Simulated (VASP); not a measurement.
# Ba3Os (Pm-3m) in VASP: single point with PBE

Aim: the single point of Ba3Os with PBE.

Program: VASP 6.6.1. These are calculated values, not measurements. Logs are shortened: lines on timing, memory, paths and dates and some standing lists are left out, and cuts for length are marked.

**1. The cell of the first run**

The structure is cubic, space group Pm-3m (No. 221). The conventional cell has a = 5.134 Å, b = 5.134 Å, c = 5.134 Å, α = 90.00°, β = 90.00°, γ = 90.00°. Within 4.8 Å of Ba (site symmetry 4/mmm) lie 8 Ba at 3.63 Å and 4 Os at 3.63 Å. Os (site symmetry m-3m) has 12 Ba at 3.63 Å within 4.8 Å.

**2. Single point, PBE**

INCAR

```
SYSTEM = Ba3Os
ALGO = Normal
EDIFF = 1E-6
ENCUT = 500
GGA = PE
GGA_COMPAT = .FALSE.
ISIF = 2
ISMEAR = 0
LASPH = .TRUE.
LCHARG = .FALSE.
LREAL = .FALSE.
LWAVE = .FALSE.
NBANDS = 31
NELM = 120
PREC = Accurate
SIGMA = 0.1
```

KPOINTS

```
k-points
0
G
  10 10 10
  0 0 0
```

POSCAR

```
Ba3Os
1.0
    5.1337240216      0.0000000000      0.0000000000
    0.0000000000      5.1337240216      0.0000000000
    0.0000000000      0.0000000000      5.1337240216
Ba Os
3 1
Direct
    0.0000000000      0.5000000000      0.5000000000
    0.5000000000      0.0000000000      0.5000000000
    0.5000000000      0.5000000000      0.0000000000
    0.0000000000      0.0000000000      0.0000000000
```

Potentials or basis: VASP PAW PBE potentials, release 64 (Ba_sv, Os_sv_GW).

Run with:

```bash
$ cat potpaw_PBE.64/Ba_sv/POTCAR potpaw_PBE.64/Os_sv_GW/POTCAR > POTCAR
$ mpirun -np 1 vasp_std > vasp.out
```

OUTCAR:

```text
SYSTEM = Ba3Os
   EDIFF = 1E-6
   ENCUT = 500
   GGA = PE
   ISIF = 2
   ISMEAR = 0
   LASPH = .TRUE.
   LREAL = .FALSE.
   NELM = 120
   PREC = Accurate

 ion  position               nearest neighbor table
   1  0.000  0.500  0.500-   2 3.63   3 3.63   4 3.63   3 3.63   4 3.63   2 3.63   4 3.63   4 3.63
                             2 3.63   3 3.63   3 3.63   2 3.63
   2  0.500  0.000  0.500-   1 3.63   3 3.63   4 3.63   3 3.63   4 3.63   1 3.63   3 3.63   3 3.63
                             1 3.63   4 3.63   4 3.63   1 3.63
   3  0.500  0.500  0.000-   1 3.63   2 3.63   4 3.63   1 3.63   2 3.63   2 3.63   4 3.63   2 3.63
                             1 3.63   4 3.63   1 3.63   4 3.63
   4  0.000  0.000  0.000-   1 3.63   2 3.63   3 3.63   1 3.63   2 3.63   1 3.63   3 3.63   1 3.63
                             2 3.63   3 3.63   2 3.63   3 3.63

  LATTYP: Found a simple cubic cell.
 ALAT       =     5.1337240216

  Lattice vectors:

 A1 = (   5.1337240216,   0.0000000000,   0.0000000000)
 A2 = (   0.0000000000,   5.1337240216,   0.0000000000)
 A3 = (   0.0000000000,   0.0000000000,   5.1337240216)

Analysis of symmetry for initial positions (statically):
=====================================================================
 Subroutine PRICEL returns:
 Original cell was already a primitive cell.

 Routine SETGRP: Setting up the symmetry group for a
 simple cubic supercell.

 Subroutine GETGRP returns: Found 48 space group operations
 (whereof 48 operations were pure point group operations)
 out of a pool of 48 trial point group operations.

The static configuration has the point symmetry O_h .

Analysis of symmetry for dynamics (positions and initial velocities):
=====================================================================
 Subroutine PRICEL returns:
 Original cell was already a primitive cell.

 Routine SETGRP: Setting up the symmetry group for a
 simple cubic supercell.

 Subroutine GETGRP returns: Found 48 space group operations
 (whereof 48 operations were pure point group operations)
 out of a pool of 48 trial point group operations.

The dynamic configuration has the point symmetry O_h .

 Subroutine INISYM returns: Found 48 space group operations
 (whereof 48 operations are pure point group operations),
 and found     1 'primitive' translations

----------------------------------------------------------------------------------------

[... 90 lines left out ...]
   ISPIN  =      1    spin polarized calculation?
   LNONCOLLINEAR =      F non collinear calculations
   LSORBIT =      F    spin-orbit coupling
   LASPH  =      T    aspherical Exc in radial PAW
   ENCUT  =  500.0 eV  36.75 Ry    6.06 a.u.   9.36  9.36  9.36*2*pi/ulx,y,z
   NELM   =    120;   NELMIN=  2; NELMDL= -5     # of ELM steps
   EDIFF  = 0.1E-05   stopping-criterion for ELM
   LREAL  =      F    real-space projection
   EDIFFG = 0.1E-04   stopping-criterion for IOM
   NSW    =      0    number of steps for IOM
   IBRION =     -1    ionic relax: 0-MD 1-quasi-New 2-CG
   NFREE  =      0    steps in history (QN), initial steepest desc. (CG)
   ISIF   =      2    stress and relaxation
   ISYM   =      2    0-nonsym 1-usesym 2-fastsym
   POTIM  = 0.5000    time-step for ionic-motion
   TEBEG  =    0.0;   TEEND  =   0.0 temperature during run
   PSTRESS=    0.0 pullay stress
   NELECT =      46.0000    total number of electrons
   NUPDOWN=      -1.0000    fix difference up-down
   EMIN   =  10.00;   EMAX   =-10.00  energy-range for DOS
   EFERMI =   0.00;   METHOD = LEGACY
   ISMEAR =     0;   SIGMA  =   0.10  broadening in eV -4-tet -1-fermi 0-gaus
   EFERMI_NEDOS =   21; number of points for ismear=-14 and -15
   IALGO  =     38    algorithm
   IMIX   =      4    mixing-type and parameters
     AMIX     =   0.40;   BMIX     =  1.00
     AMIX_MAG =   1.60;   BMIX_MAG =  1.00
  volume/ion in A,a.u.               =      33.82       228.26
  Fermi-wavevector in a.u.,A,eV,Ry     =   1.142602  2.159204 17.762936  1.305539
  Thomas-Fermi vector in A             =   2.279299
   LORBIT       =      0    0 simple, 1 ext, 2 COOP (PROOUT), +10 PAW based schemes
   GGA     = PE    functional components
   LHFCALC =     F    Hartree Fock is set to
   AEXX    =    0.0000 exact exchange contribution
   IVDW    =     0    specifies the selected vdW correction
   LEPSILON=     F    determine dielectric tensor
   LRPA    =     F    only Hartree local field effects (RPA)
 non-spin polarized calculation
 Gauss-broadening in eV      SIGMA  =   0.10
  energy-cutoff  :      500.00
  volume of cell :      135.30
 maximum number of plane-waves:      3470
 NGX is ok and might be reduce to    40
   NGX = 19   NGY = 19   NGZ = 19

 number of electron      46.0000001 magnetization

 Free energy of the ion-electron system (eV)
  ---------------------------------------------------
  ext. energy  EPLUGINS =         0.00000000
  ---------------------------------------------------
  free energy    TOTEN  =       -14.71596482 eV

  energy without entropy =      -14.70012448  energy(sigma->0) =      -14.70804465

 E-fermi :   4.0564     XC(G=0):  -9.6447

 val. band max:        4.0466621022   @ k =   0.4000   0.1000   0.0000
 cond. band min:       4.0624247334   @ k =   0.5000   0.3000   0.1000
 fundamental gap:      0.0157626312
 Fermi energy:         4.0564372215

 k-point     1 :       0.0000    0.0000    0.0000
  band No.  band energies     occupation
      1     -80.4265      2.00000
      2     -39.8393      2.00000
      3     -39.8393      2.00000
      4     -39.8393      2.00000
      5     -24.3570      2.00000
      6     -23.8978      2.00000
[... 805 lines left out ...]
     30       7.2420      0.00000
     31       7.2657      0.00000

 [... further k-points ...]
[... 5 lines left out ...]
  --------------------------------------------------------------------------------------
  -------------------------------------------------------------------------------------
  Total        0.6921105      0.6921105      0.6921105     -0.0000000     -0.0000000      0.0000000
  in kB        8.1957458      8.1957458      8.1957458     -0.0000000     -0.0000000      0.0000000
  external PRESSURE =       8.1957458 kB  Pullay stress =       0.0000000 kB

 VOLUME and BASIS-vectors are now :
 -----------------------------------------------------------------------------
  energy-cutoff  :      500.00
  volume of cell :      135.30
      direct lattice vectors                 reciprocal lattice vectors
     5.133724022  0.000000000  0.000000000     0.194790370  0.000000000  0.000000000
     0.000000000  5.133724022  0.000000000     0.000000000  0.194790370  0.000000000
     0.000000000  0.000000000  5.133724022     0.000000000  0.000000000  0.194790370

 POSITION                                       TOTAL-FORCE (eV/Angst)
 -----------------------------------------------------------------------------------
      0.00000      2.56686      2.56686         0.000000      0.000000      0.000000
      2.56686      0.00000      2.56686         0.000000      0.000000      0.000000
      2.56686      2.56686      0.00000         0.000000      0.000000      0.000000
      0.00000      0.00000      0.00000         0.000000      0.000000      0.000000
 -----------------------------------------------------------------------------------
    total drift:                                0.000000     -0.000000     -0.000000

  FREE ENERGIE OF THE ION-ELECTRON SYSTEM (eV)
  ---------------------------------------------------
  free  energy   TOTEN  =       -14.7159648175 eV

  energy  without entropy=      -14.7001244819  energy(sigma->0) =      -14.70804465
```

OSZICAR:

```text
N       E                     dE             d eps       ncg     rms          rms(c)
DAV:   1     0.388182558943E+03    0.38818E+03   -0.22065E+04  3488   0.132E+03
DAV:   2     0.810192200237E+01   -0.38008E+03   -0.37072E+03  4561   0.318E+02
DAV:   3    -0.174269667488E+02   -0.25529E+02   -0.24481E+02  4844   0.765E+01
DAV:   4    -0.188950134176E+02   -0.14680E+01   -0.14549E+01  5209   0.132E+01
DAV:   5    -0.189181126361E+02   -0.23099E-01   -0.23067E-01  4583   0.181E+00    0.647E+01
DAV:   6    -0.328050476221E+02   -0.13887E+02   -0.15519E+02  3793   0.266E+01    0.785E+01
DAV:   7    -0.192204188324E+02    0.13585E+02   -0.23020E+01  4183   0.150E+01    0.520E+01
DAV:   8    -0.282763304581E+02   -0.90559E+01   -0.12167E+02  4377   0.217E+01    0.253E+01
DAV:   9    -0.148166859859E+02    0.13460E+02   -0.13824E+01  4228   0.961E+00    0.766E+00
DAV:  10    -0.147566630056E+02    0.60023E-01   -0.19251E+00  4285   0.391E+00    0.274E+00
DAV:  11    -0.147586571498E+02   -0.19941E-02   -0.10337E-01  4270   0.891E-01    0.178E+00
DAV:  12    -0.147310191351E+02    0.27638E-01   -0.24340E-02  4085   0.523E-01    0.963E-01
DAV:  13    -0.147164181564E+02    0.14601E-01   -0.41159E-02  4339   0.547E-01    0.482E-01
DAV:  14    -0.147160745388E+02    0.34362E-03   -0.52928E-03  4276   0.323E-01    0.704E-02
DAV:  15    -0.147161028776E+02   -0.28339E-04   -0.28243E-04  4336   0.600E-02    0.845E-02
DAV:  16    -0.147159725536E+02    0.13032E-03   -0.34163E-04  4206   0.375E-02    0.332E-02
DAV:  17    -0.147159653564E+02    0.71972E-05   -0.33563E-05  4351   0.212E-02    0.619E-03
DAV:  18    -0.147159648175E+02    0.53889E-06   -0.55004E-06  3395   0.499E-03
   1 F= -.14715965E+02 E0= -.14708045E+02  d E =-.158403E-01
```

It took 94 s on 1 thread of Intel Xeon 6975P-C (Granite Rapids), shared host; peak memory 0.38 GiB.

What came out:

- Free energy: -14.7160 eV
- Pressure: 0.8 GPa
- Band gap on the k mesh: zero (bands 23 and 24 overlap by 1.02 eV)

Caveat: spin-orbit coupling is left out, which moves the levels of the heavy elements.
